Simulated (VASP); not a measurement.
Here is a VASP 6.6.1 calculation.

The input INCAR:

```
PREC = Accurate
ENCUT = 520
EDIFF = 1E-7
ISMEAR = -1
SIGMA = 0.05
LREAL = F
LASPH = T
NELM = 80
ALGO = Normal
ISIF = 2
LWAVE = F
LCHARG = F
GGA = CA
NBANDS = 32
```

The input KPOINTS:

```
Automatic mesh
0
Gamma
  12 12 12
```

The input POSCAR:

```
Lu
1.0
    0.0000000000      2.7234808995      2.7234808995
    2.7234808995      0.0000000000      2.7234808995
    2.7234808995      2.7234808995      0.0000000000
Lu
2
Direct
   -0.1250000000     -0.1250000000     -0.1250000000
    0.1250000000      0.1250000000      0.1250000000
```

Potentials or basis: VASP PAW PBE potentials, release 64 (Lu).

The run is started by

```bash
$ cat potpaw_PBE.64/Lu/POTCAR > POTCAR
$ mpirun -np 1 vasp_std > vasp.out
```

**Question.** Estimate the band gap on the k mesh.

**Answer.** Zero (bands 25 and 26 overlap by 1.85 eV).

**Question.** Estimate the pressure.

**Answer.** 31.5 GPa.

Caveat: the cell stands under pressure; the PAW data sets were made with another functional, which shifts forces and pressure a little; spin-orbit coupling is left out, which moves the levels of the heavy elements.
